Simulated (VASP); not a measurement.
Input of a VASP 6.6.1 run:

Contents of INCAR:

```
SYSTEM = NaH
PREC     = Accurate       ! precision mode
ENCUT    = 500            ! plane-wave cutoff, eV
EDIFF    = 1E-6           ! SCF threshold, eV
ISMEAR   = 0              ! smearing method
SIGMA    = 0.01           ! smearing width, eV
LREAL    = .False.        ! projectors in reciprocal space
LASPH    = .True.         ! aspherical terms in the spheres
NELM     = 120            ! most SCF steps
ALGO     = Normal         ! electronic algorithm
ISIF     = 2              ! what is computed and relaxed
LWAVE    = .False.        ! write WAVECAR
LCHARG   = .False.        ! write CHGCAR
GGA      = PE             ! functional
NBANDS   = 11             ! bands
GGA_COMPAT= .False.
```

The input KPOINTS:

```
Automatic mesh
0
Gamma
  6 6 6
  0 0 0
```

Contents of POSCAR:

```
NaH
1.0
    0.0000000000      2.5528969433      2.5528969433
    2.5528969433      0.0000000000      2.5528969433
    2.5528969433      2.5528969433      0.0000000000
Na H
1 1
Direct
    0.0000000000      0.0000000000      0.0000000000
    0.2500000000      0.2500000000      0.2500000000
```

Potentials or basis: VASP PAW PBE potentials, release 64 (Na_pv, H).

Command:

```console
$ cat potpaw_PBE.64/Na_pv/POTCAR potpaw_PBE.64/H/POTCAR > POTCAR
$ mpirun -np 1 vasp_std > vasp.out
```

Question: What does it give for the band gap on the k mesh?

Answer: 3.67 eV (least direct gap 4.39 eV).

Question: What does it give for the pressure?

Answer: 1.2 GPa.

A k mesh can miss the band edges.
